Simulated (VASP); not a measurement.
# Ta2N (P-3m1) in VASP: further runs

Ta2N is run at these levels: LDA, revPBE+D3(BJ); tasks: single point, relaxation of cell and atoms.

Everything below comes from runs of VASP 6.6.1. Logs are shortened: lines on timing, memory, paths and dates and some standing lists are left out, and cuts for length are marked.

**1. The cell of the first run**

The structure is trigonal, space group P-3m1 (No. 164). The conventional cell has a = 3.092 Å, b = 3.092 Å, c = 4.837 Å, α = 90.00°, β = 90.00°, γ = 120.00°. Ta (site symmetry 3m) has 3 N at 2.17 Å within 2.9 Å. Within 2.9 Å of N (site symmetry -3m) lie 6 Ta at 2.17 Å.

**2. Single point, LDA**

INCAR

```
  ALGO = Normal
  EDIFF = 1E-6
  ENCUT = 600
  GGA_COMPAT = False
  ISIF = 2
  ISMEAR = -1
  LASPH = True
  LCHARG = True
  LELF = True
  LREAL = False
  LVHAR = True
  LWAVE = False
  NBANDS = 22
  NELM = 120
  PREC = Accurate
  SIGMA = 0.05
```

KPOINTS

```
k-points
0
Gamma
  10 10 6
```

POSCAR

```
Ta2N
1.0
    3.0919691885      0.0000000000      0.0000000000
   -1.5459845943      2.6777238649      0.0000000000
    0.0000000000      0.0000000000      4.8371565186
Ta N
2 1
Direct
    0.3333333333      0.6666666667      0.2547110000
    0.6666666667      0.3333333333      0.7452890000
    0.0000000000      0.0000000000      0.0000000000
```

Potentials or basis: VASP PAW LDA potentials, release 64 (Ta_sv_GW, N).

Launch:

```
$ cat potpaw_LDA.64/Ta_sv_GW/POTCAR potpaw_LDA.64/N/POTCAR > POTCAR
$ mpirun -np 1 vasp_std > vasp.out
```

OUTCAR:

```text
EDIFF = 1E-6
   ENCUT = 600
   ISIF = 2
   ISMEAR = -1
   LASPH = True
   LREAL = False
   NELM = 120
   PREC = Accurate

 ion  position               nearest neighbor table
   1  0.333  0.667  0.255-   3 2.17   3 2.17   3 2.17   2 2.97   2 2.97   2 2.97   2 3.04   2 3.04
                             2 3.04
   2  0.667  0.333  0.745-   3 2.17   3 2.17   3 2.17   1 2.97   1 2.97   1 2.97   1 3.04   1 3.04
                             1 3.04
   3  0.000  0.000  0.000-   1 2.17   2 2.17   1 2.17   2 2.17   2 2.17   1 2.17

  LATTYP: Found a hexagonal cell.
 ALAT       =     3.0919691885
 C/A-ratio  =     1.5644258476

  Lattice vectors:

 A1 = (   3.0919691885,   0.0000000000,   0.0000000000)
 A2 = (  -1.5459845943,   2.6777238649,   0.0000000000)
 A3 = (   0.0000000000,   0.0000000000,   4.8371565186)

Analysis of symmetry for initial positions (statically):
=====================================================================
 Subroutine PRICEL returns:
 Original cell was already a primitive cell.

 Routine SETGRP: Setting up the symmetry group for a
 hexagonal supercell.

 Subroutine GETGRP returns: Found 12 space group operations
 (whereof 12 operations were pure point group operations)
 out of a pool of 24 trial point group operations.

The static configuration has the point symmetry D_3d.

Analysis of symmetry for dynamics (positions and initial velocities):
=====================================================================
 Subroutine PRICEL returns:
 Original cell was already a primitive cell.

 Routine SETGRP: Setting up the symmetry group for a
 hexagonal supercell.

 Subroutine GETGRP returns: Found 12 space group operations
 (whereof 12 operations were pure point group operations)
 out of a pool of 24 trial point group operations.

The dynamic configuration has the point symmetry D_3d.

 Subroutine INISYM returns: Found 12 space group operations
 (whereof 12 operations are pure point group operations),
 and found     1 'primitive' translations

----------------------------------------------------------------------------------------

                                     Primitive cell

  volume of cell :      40.0489

  direct lattice vectors                    reciprocal lattice vectors
     3.091969188  0.000000000  0.000000000     0.323418488  0.186725751  0.000000000
    -1.545984594  2.677723865  0.000000000     0.000000000  0.373451502  0.000000000
     0.000000000  0.000000000  4.837156519     0.000000000  0.000000000  0.206733025

  length of vectors
     3.091969188  3.091969188  4.837156519     0.373451502  0.373451502  0.206733025

  position of ions in fractional coordinates (direct lattice)
     0.333333333  0.666666667  0.254711000
     0.666666667  0.333333333  0.745289000
     0.000000000  0.000000000  0.000000000

  ion indices of the primitive-cell ions
   primitive index   ion index
                 1           1
                 2           2
                 3           3

----------------------------------------------------------------------------------------

 KPOINTS: k-points

Automatic generation of k-mesh.
 Grid dimensions read from file:
 generate k-points for:   10   10    6

 Generating k-lattice:

  Cartesian coordinates                     Fractional coordinates (reciprocal lattice)
     0.032341849  0.018672575  0.000000000     0.100000000  0.000000000  0.000000000
     0.000000000  0.037345150  0.000000000     0.000000000  0.100000000  0.000000000
     0.000000000  0.000000000  0.034455504     0.000000000  0.000000000  0.166666667

  Length of vectors
     0.037345150  0.037345150  0.034455504

  Shift w.r.t. Gamma in fractional coordinates (k-lattice)
     0.000000000  0.000000000  0.000000000

 Subroutine IBZKPT returns following result:
 ===========================================

 Found     72 irreducible k-points:

 Following reciprocal coordinates:
            Coordinates               Weight
  0.000000  0.000000  0.000000      1.000000
  0.100000  0.000000  0.000000      6.000000
  0.200000  0.000000  0.000000      6.000000
  0.300000  0.000000  0.000000      6.000000
  0.400000  0.000000  0.000000      6.000000
  0.500000  0.000000  0.000000      3.000000
[... 16 lines left out ...]
  0.000000  0.400000  0.166667      6.000000
  0.500000  0.000000  0.166667      6.000000
 [... further k-points ...]
   k-points           NKPTS =     72   k-points in BZ     NKDIM =     72   number of bands    NBANDS=     22
   number of dos      NEDOS =    301   number of ions     NIONS =      3
   total plane-waves  NPLWV =  31360
   dimension x,y,z NGX =    28 NGY =   28 NGZ =   40
   dimension x,y,z NGXF=    56 NGYF=   56 NGZF=   80
   ions per type =               2   1
   NGX,Y,Z   is equivalent  to a cutoff of  15.05, 15.05, 13.75 a.u.
   NGXF,Y,Z  is equivalent  to a cutoff of  30.11, 30.11, 27.49 a.u.
 SYSTEM =  unknown system
   PREC   = accura    normal or accurate (medium, high low for compatibility)
   ISTART =      0    job   : 0-new  1-cont  2-samecut
   ICHARG =      2    charge: 1-file 2-atom 10-const
   ISPIN  =      1    spin polarized calculation?
   LNONCOLLINEAR =      F non collinear calculations
   LSORBIT =      F    spin-orbit coupling
   LASPH  =      T    aspherical Exc in radial PAW
   ENCUT  =  600.0 eV  44.10 Ry    6.64 a.u.   6.18  6.18  9.66*2*pi/ulx,y,z
   NELM   =    120;   NELMIN=  2; NELMDL= -5     # of ELM steps
   EDIFF  = 0.1E-05   stopping-criterion for ELM
   LREAL  =      F    real-space projection
   EDIFFG = 0.1E-04   stopping-criterion for IOM
   NSW    =      0    number of steps for IOM
   IBRION =     -1    ionic relax: 0-MD 1-quasi-New 2-CG
   NFREE  =      0    steps in history (QN), initial steepest desc. (CG)
   ISIF   =      2    stress and relaxation
   ISYM   =      2    0-nonsym 1-usesym 2-fastsym
   POTIM  = 0.5000    time-step for ionic-motion
   TEBEG  =    0.0;   TEEND  =   0.0 temperature during run
   PSTRESS=    0.0 pullay stress
   NELECT =      31.0000    total number of electrons
   NUPDOWN=      -1.0000    fix difference up-down
   EMIN   =  10.00;   EMAX   =-10.00  energy-range for DOS
   EFERMI =   0.00;   METHOD = LEGACY
   ISMEAR =    -1;   SIGMA  =   0.05  broadening in eV -4-tet -1-fermi 0-gaus
   EFERMI_NEDOS =   21; number of points for ismear=-14 and -15
   IALGO  =     38    algorithm
   IMIX   =      4    mixing-type and parameters
     AMIX     =   0.40;   BMIX     =  1.00
     AMIX_MAG =   1.60;   BMIX_MAG =  1.00
  volume/ion in A,a.u.               =      13.35        90.09
  Fermi-wavevector in a.u.,A,eV,Ry     =   1.503136  2.840516 30.741259  2.259419
  Thomas-Fermi vector in A             =   2.614286
   LORBIT       =      0    0 simple, 1 ext, 2 COOP (PROOUT), +10 PAW based schemes
   GGA     = CA    functional components
   LHFCALC =     F    Hartree Fock is set to
   AEXX    =    0.0000 exact exchange contribution
   IVDW    =     0    specifies the selected vdW correction
   LEPSILON=     F    determine dielectric tensor
   LRPA    =     F    only Hartree local field effects (RPA)
 non-spin polarized calculation
  energy-cutoff  :      600.00
  volume of cell :       40.05
 maximum number of plane-waves:      1349
 NGX is ok and might be reduce to    28
   NGX = 13   NGY = 13   NGZ = 19

 number of electron      31.0000000 magnetization

 Free energy of the ion-electron system (eV)
  ---------------------------------------------------
  ext. energy  EPLUGINS =         0.00000000
  ---------------------------------------------------
  free energy    TOTEN  =       -42.62744752 eV

  energy without entropy =      -42.61393267  energy(sigma->0) =      -42.62069010

 E-fermi :  11.8301     XC(G=0): -13.5759

 val. band max:       11.8265554660   @ k =   0.0000   0.3000   0.3333
 cond. band min:      11.8305586091   @ k =   0.0000   0.4000   0.3333
 fundamental gap:      0.0040031431
 Fermi energy:        11.8301081464

 k-point     1 :       0.0000    0.0000    0.0000
  band No.  band energies     occupation
      1     -56.3783      2.00000
      2     -56.2916      2.00000
      3     -23.6509      2.00000
      4     -22.8627      2.00000
      5     -22.8627      2.00000
      6     -22.7269      2.00000
[... 14 lines left out ...]
     21      13.0061      0.00000
     22      17.0434      0.00000

 k-point     2 :       0.1000    0.0000    0.0000
  band No.  band energies     occupation
      1     -56.3726      2.00000
      2     -56.2898      2.00000
      3     -23.6188      2.00000
      4     -22.9270      2.00000
      5     -22.8859      2.00000
      6     -22.7909      2.00000
[... 14 lines left out ...]
     21      13.7458      0.00000
     22      17.0066      0.00000

 k-point     3 :       0.2000    0.0000    0.0000
  band No.  band energies     occupation
      1     -56.3571      2.00000
      2     -56.2852      2.00000
      3     -23.5294      2.00000
      4     -23.0958      2.00000
      5     -22.9498      2.00000
      6     -22.9423      2.00000
[... 14 lines left out ...]
     21      15.4337      0.00000
     22      16.6041      0.00000

 k-point     4 :       0.3000    0.0000    0.0000
  band No.  band energies     occupation
      1     -56.3367      2.00000
      2     -56.2809      2.00000
      3     -23.4084      2.00000
      4     -23.2976      2.00000
      5     -23.1325      2.00000
      6     -23.0067      2.00000
[... 14 lines left out ...]
     21      16.1538      0.00000
     22      17.1832      0.00000

 k-point     5 :       0.4000    0.0000    0.0000
  band No.  band energies     occupation
      1     -56.3178      2.00000
      2     -56.2798      2.00000
      3     -23.4821      2.00000
      4     -23.2757      2.00000
      5     -23.2539      2.00000
      6     -23.0562      2.00000
[... 417 lines left out ...]
 k-point    22 :       0.4000    0.0000    0.1667
  band No.  band energies     occupation
      1     -56.3153      2.00000
      2     -56.2823      2.00000
      3     -23.5033      2.00000
      4     -23.3569      2.00000
      5     -23.1672      2.00000
      6     -23.0412      2.00000
[... 14 lines left out ...]
     21      16.4913      0.00000
     22      16.8940      0.00000

 k-point    23 :       0.0000    0.4000    0.1667
  band No.  band energies     occupation
      1     -56.3153      2.00000
      2     -56.2823      2.00000
      3     -23.5475      2.00000
      4     -23.3179      2.00000
      5     -23.1455      2.00000
      6     -23.0374      2.00000
[... 14 lines left out ...]
     21      16.1170      0.00000
     22      18.1497      0.00000

 k-point    24 :       0.5000    0.0000    0.1667
  band No.  band energies     occupation
      1     -56.3073      2.00000
      2     -56.2827      2.00000
      3     -23.5789      2.00000
      4     -23.3815      2.00000
      5     -23.1156      2.00000
      6     -23.0571      2.00000
[... 14 lines left out ...]
     21      16.5168      0.00000
     22      17.3503      0.00000

 [... further k-points ...]
[... 5 lines left out ...]
  --------------------------------------------------------------------------------------
  -------------------------------------------------------------------------------------
  Total       -2.1035407     -2.1035407     -2.0434602      0.0000000      0.0000000      0.0000000
  in kB      -84.1531572    -84.1531572    -81.7496077      0.0000000      0.0000000      0.0000000
  external PRESSURE =     -83.3519741 kB  Pullay stress =       0.0000000 kB

 VOLUME and BASIS-vectors are now :
 -----------------------------------------------------------------------------
  energy-cutoff  :      600.00
  volume of cell :       40.05
      direct lattice vectors                 reciprocal lattice vectors
     3.091969188  0.000000000  0.000000000     0.323418488  0.186725751  0.000000000
    -1.545984594  2.677723865  0.000000000     0.000000000  0.373451502  0.000000000
     0.000000000  0.000000000  4.837156519     0.000000000  0.000000000  0.206733025

 POSITION                                       TOTAL-FORCE (eV/Angst)
 -----------------------------------------------------------------------------------
     -0.00000      1.78515      1.23208         0.000000     -0.000000     -0.300202
      1.54598      0.89257      3.60508        -0.000000      0.000000      0.300202
      0.00000      0.00000      0.00000        -0.000000      0.000000      0.000000
 -----------------------------------------------------------------------------------
    total drift:                                0.000000     -0.000000     -0.000000

  FREE ENERGIE OF THE ION-ELECTRON SYSTEM (eV)
  ---------------------------------------------------
  free  energy   TOTEN  =       -42.6274475220 eV

  energy  without entropy=      -42.6139326723  energy(sigma->0) =      -42.62069010
```

Run time: 96 s. Hardware: 1 thread of AMD EPYC 7R43 (Zen 3), shared host; peak memory 0.18 GiB.

What came out:

```yaml
Free_energy: -42.6274 eV
Pressure: -8.3 GPa
Largest_force: 0.300 eV/Å
```

Forces in eV/Å, atoms in the order of the input:
```
Ta   0.000  0.000 -0.300
Ta   0.000  0.000  0.300
N    0.000  0.000  0.000
```

Stress tensor (GPa, compression positive):
```
-8.42  0.00  0.00
 0.00 -8.42  0.00
 0.00  0.00 -8.17
```

Caveat: spin-orbit coupling is left out, which moves the levels of the heavy elements.

[end of part 1 of 2]
